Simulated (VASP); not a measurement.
Here is a VASP 6.6.1 calculation.

Contents of POSCAR:

```
Sn2TeSe
1.0
    4.3809765361      0.0000000000      0.0000000000
    0.0000000000      4.3809765361      0.0000000000
    0.0000000000      0.0000000000      6.2262160438
Se Sn Te
1 2 1
Direct
    0.0000000000      0.0000000000      0.0000000000
    0.0000000000      0.0000000000      0.5000000000
    0.5000000000      0.5000000000      0.0000000000
    0.5000000000      0.5000000000      0.5000000000
```

File INCAR.step1:

```
SYSTEM = Sn2TeSe
PREC = Accurate
ENCUT = 520
EDIFF = 1E-5
ISMEAR = -1
SIGMA = 0.02
LREAL = .FALSE.
LASPH = .TRUE.
NELM = 100
ALGO = Normal
ISIF = 2
LWAVE = .TRUE.
LCHARG = .FALSE.
GGA = PE
NBANDS = 28
```

File INCAR.step2:

```
SYSTEM = Sn2TeSe
PREC = Accurate
ENCUT = 520
EDIFF = 1E-6
ISMEAR = -1
SIGMA = 0.02
LREAL = .FALSE.
LASPH = .TRUE.
NELM = 100
ALGO = Normal
ISIF = 2
LWAVE = .FALSE.
LCHARG = .FALSE.
GGA = PE
LHFCALC = .TRUE.
HFSCREEN = 0.2079
PRECFOCK = Normal
ISTART = 1
NBANDS = 28
```

Contents of KPOINTS:

```
Automatic mesh
0
G
  4 4 2
  0 0 0
```

Potentials or basis: VASP PAW PBE potentials, release 64 (Se, Sn_d, Te).

The run is started by

```console
$ cat potpaw_PBE.64/Se/POTCAR potpaw_PBE.64/Sn_d/POTCAR potpaw_PBE.64/Te/POTCAR > POTCAR
$ cp INCAR.step1 INCAR
$ mpirun -np 1 vasp_std > vasp.out
$ cp INCAR.step2 INCAR
$ mpirun -np 1 vasp_std > vasp.out
```

**Question.** What does it give for the pressure?

**Answer.** -0.2 GPa.

**Question.** Predict the band gap on the k mesh.

**Answer.** 0.21 eV, direct.

Stress tensor (GPa, compression positive):
```
-2.25  0.00  0.00
 0.00 -2.25  0.00
 0.00  0.00  3.83
```

Caveat: the k points lie up to 0.50 Å⁻¹ apart; the PAW data sets were made with another functional, which shifts forces and pressure a little; spin-orbit coupling is left out, which moves the levels of the heavy elements. A k mesh can miss the band edges.
